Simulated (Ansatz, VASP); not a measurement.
Two plane-wave programs on Hf3C

```
Hf C
1.0
     5.78285    0.00000    0.00000
    -2.89143    5.00810    0.00000
     0.00000    0.00000    4.64163
Hf C
6 2
Direct
  0.83300 0.66600 0.25000
  0.16700 0.83300 0.75000
  0.33400 0.16700 0.25000
  0.16700 0.33400 0.75000
  0.83300 0.16700 0.25000
  0.66600 0.83300 0.75000
  0.33333 0.66667 0.25000
  0.66667 0.33333 0.75000
```

Alike in both runs: task relaxation of cell and atoms; functional PBE; k mesh 3 × 3 × 4; occupations gaussian, width 0.1 eV; no spin polarisation.

|  | VASP | Ansatz |
| --- | --- | --- |
| version | VASP 6.6.1 | Ansatz 0.2.0 |
| potentials or method | VASP PAW PBE potentials, release 64 (Hf_pv, C), cutoff 600 eV | scalar-relativistic, plane waves, PAW |
| valence electrons in the cell | 68 | 164 |

```tsv
	VASP	Ansatz	Ansatz less VASP
gap on the k mesh at the Fermi level, each at its own relaxed structure (eV)	none	none	-
relaxed volume (Å³/atom)	17.05	17.15	+0.095
relaxed length of the cell vector where the two differ most in proportion (Å)	4.536	4.555	+0.0198
```

A gap of «none» marks a metal or a gap that the smearing closes. VASP's potentials hold 68 valence electrons a cell and Ansatz's 164, so a difference there can come from the potentials and not from the codes.

The k mesh is coarse, so the values compare programs but aren't converged. Spin-orbit coupling is off throughout.
